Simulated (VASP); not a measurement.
Crystal: MgS.

```xyz
2
Lattice="3.2740 0.0000 0.0000 0.0000 3.2740 0.0000 0.0000 0.0000 3.2740" Properties=species:S:1:pos:R:3 pbc="T T T"
Mg    0.0000    0.0000    0.0000
S     1.6370    1.6370    1.6370
```

| Quantity | Value |
| --- | --- |
| Program | VASP 6.6.1 |
| Task | relaxation of cell and atoms |
| Functional | LDA |
| Potentials or basis | VASP PAW LDA potentials, release 64 (Mg, S) |
| Cutoff | 600 eV |
| k mesh | 8 × 8 × 8 |
| Occupations | fermi-dirac, width 0.02 eV |
| Spin | no spin polarisation |

At the start: pressure -4.5 GPa; volume 17.55 Å³/atom.

Q: How do energy, volume and symmetry change on relaxing?

A: Over 3 steps the energy falls by 15.9 meV/atom and the volume is 16.47 Å³/atom (-6.2 %); space group Pm-3m (No. 221, to 0.1 Å) before and after.

The path:
| step | energy change (eV) | largest force (eV/Å) | pressure (GPa) | volume (Å³) |
| --- | --- | --- | --- | --- |
| 1 | 0.0000 | 0.0000 | -4.52 | 35.09 |
| 2 | -0.0311 | 0.0000 | 0.72 | 32.64 |
| 3 | -0.0318 | 0.0000 | 0.01 | 32.93 |

Final structure:
```
Mg S
1.0
     3.20540    0.00000    0.00000
     0.00000    3.20540    0.00000
     0.00000    0.00000    3.20540
Mg S
1 1
Direct
  0.00000 0.00000 0.00000
  0.50000 0.50000 0.50000
```
